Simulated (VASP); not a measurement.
A run of VASP 6.6.1:

File INCAR:

```
ALGO = Normal
EDIFF = 1E-6
ENCUT = 520
ISIF = 2
ISMEAR = -1
LASPH = T
LCHARG = F
LREAL = F
LWAVE = F
NBANDS = 18
NELM = 60
PREC = Accurate
SIGMA = 0.02
```

The input KPOINTS:

```
k-points
0
Gamma
  8 8 8
```

File POSCAR:

```
PtSe2
1.0
    0.0000000000      3.1308957810      3.1308957810
    3.1308957810      0.0000000000      3.1308957810
    3.1308957810      3.1308957810      0.0000000000
Pt Se
1 2
Direct
    0.0000000000      0.0000000000      0.0000000000
    0.2500000000      0.2500000000      0.2500000000
    0.7500000000      0.7500000000      0.7500000000
```

Potentials or basis: VASP PAW LDA potentials, release 64 (Pt, Se).

The run is started by

```sh
$ cat potpaw_LDA.64/Pt/POTCAR potpaw_LDA.64/Se/POTCAR > POTCAR
$ mpirun -np 1 vasp_std > vasp.out
```

Hardware: 1 thread of Intel(R) Xeon(R) Platinum 8488C (Sapphire Rapids), with other jobs on the host.

How long does it take, and how much memory?

Wall time 32 s on 1 thread of Intel(R) Xeon(R) Platinum 8488C (Sapphire Rapids), on a shared host, peak memory 0.18 GiB. Counts: scf iterations 15, k points 29.
